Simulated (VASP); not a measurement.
GeSe:

```xyz
8
Lattice="10.8330 0.0000 0.0000 0.0000 3.8355 0.0000 0.0000 0.0000 4.3954" Properties=species:S:1:pos:R:3 pbc="T T T"
Ge    9.5221    2.8766    2.6869
Ge    6.7274    0.9589    0.4892
Ge    4.1056    2.8766    3.9062
Ge    1.3109    0.9589    1.7085
Se    7.0035    2.8766    2.1872
Se    9.2460    0.9589    4.3849
Se    1.5870    2.8766    0.0105
Se    3.8295    0.9589    2.2082
```

| Property | Result |
| --- | --- |
| Program | VASP 6.6.1 |
| Task | relaxation of cell and atoms |
| Functional | PBE |
| Potentials or basis | VASP PAW PBE potentials, release 64 (Ge_d, Se) |
| Cutoff | 500 eV |
| k mesh | 4 × 8 × 6 |
| Occupations | gaussian, width 0.02 eV |
| Spin | no spin polarisation |

At the start: pressure 2.6 GPa; volume 22.83 Å³/atom.

Problem. How do energy, volume and symmetry change on relaxing?

Solution. Over 19 steps the energy falls by 9.6 meV/atom and the volume is 24.51 Å³/atom (+7.4 %); space group Pnma (No. 62, to 0.1 Å) before and after.

Step by step:
```
step  energy change (eV)  largest force (eV/Å)  pressure (GPa)  volume (Å³)
   1              0.0000                0.1643            2.57       182.63
   2             -0.0494                0.2430           -0.76       192.49
   3             -0.0579                0.1336            0.12       189.65
   4             -0.0622                0.1098            0.08       190.34
   5             -0.0693                0.0426            0.04       192.41
   6             -0.0697                0.0270            0.04       193.06
   7             -0.0731                0.0377           -0.01       193.94
   8             -0.0747                0.0497           -0.06       194.94
   9             -0.0763                0.0242            0.08       195.17
  10             -0.0763                0.0173            0.05       195.14
  11             -0.0765                0.0204           -0.05       195.61
  12             -0.0765                0.0197           -0.04       195.58
  13             -0.0766                0.0138           -0.02       195.67
  14             -0.0767                0.0119           -0.01       195.80
  15             -0.0768                0.0110            0.02       195.84
  16             -0.0768                0.0114            0.02       195.86
  17             -0.0769                0.0054           -0.03       196.05
  18             -0.0769                0.0060           -0.07       196.14
  19             -0.0769                0.0047           -0.03       196.08
```

Final structure:
```cif
data_structure
_symmetry_space_group_name_H-M 'P 1'
_symmetry_Int_Tables_number 1
_cell_length_a 11.1470
_cell_length_b 3.8803
_cell_length_c 4.5333
_cell_angle_alpha 90.000
_cell_angle_beta 90.000
_cell_angle_gamma 90.000
_cell_volume 196.08
loop_
_atom_site_label
_atom_site_type_symbol
_atom_site_fract_x
_atom_site_fract_y
_atom_site_fract_z
_atom_site_occupancy
Ge1 Ge 0.87433 0.75000 0.61689 1
Ge2 Ge 0.62567 0.25000 0.11689 1
Ge3 Ge 0.37433 0.75000 0.88311 1
Ge4 Ge 0.12567 0.25000 0.38311 1
Se1 Se 0.64734 0.75000 0.49697 1
Se2 Se 0.85266 0.25000 0.99697 1
Se3 Se 0.14734 0.75000 0.00303 1
Se4 Se 0.35266 0.25000 0.50303 1
```
